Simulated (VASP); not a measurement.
A run of VASP 6.6.1:

Contents of INCAR:

```
PREC = Accurate
ENCUT = 600
EDIFF = 1E-6
ISMEAR = 0
SIGMA = 0.1
LREAL = F
LASPH = T
NELM = 100
ALGO = Normal
ISIF = 3
LWAVE = F
LCHARG = F
GGA = PE
IBRION = 2
NSW = 90
EDIFFG = -0.04
```

File KPOINTS:

```
Automatic mesh
0
Gamma
  6 4 4
```

The input POSCAR:

```
Al3SiNO
1.0
    3.5906245311      0.0000000000      0.0000000000
    0.0000000000      4.7696233831      0.0000000000
   -0.4412050294      0.0000000000      5.0825263263
Al Si N O
3 1 1 1
Direct
    0.8698541532      0.0000000000      0.7504549733
    0.1301458468      0.0000000000      0.2495450267
    0.0000000000      0.5000000000      0.5000000000
    0.0000000000      0.5000000000      0.0000000000
    0.5000000000      0.5000000000      0.0000000000
    0.5000000000      0.0000000000      0.5000000000
```

Potentials or basis: VASP PAW PBE potentials, release 64 (Al, Si, N, O).

The run is started by

```bash
$ cat potpaw_PBE.64/Al/POTCAR potpaw_PBE.64/Si/POTCAR potpaw_PBE.64/N/POTCAR potpaw_PBE.64/O/POTCAR > POTCAR
$ mpirun -np 1 vasp_std > vasp.out
```

Hardware: 1 thread of Intel(R) Xeon(R) 6975P-C (Granite Rapids), with other jobs on the host.

**Question.** Estimate the wall time of this run.

**Answer.** It took 7.4 min on 1 thread of Intel(R) Xeon(R) 6975P-C (Granite Rapids), on a shared host, peak memory 0.27 GiB. Counts: scf iterations 66, k points 42, ion steps 9.
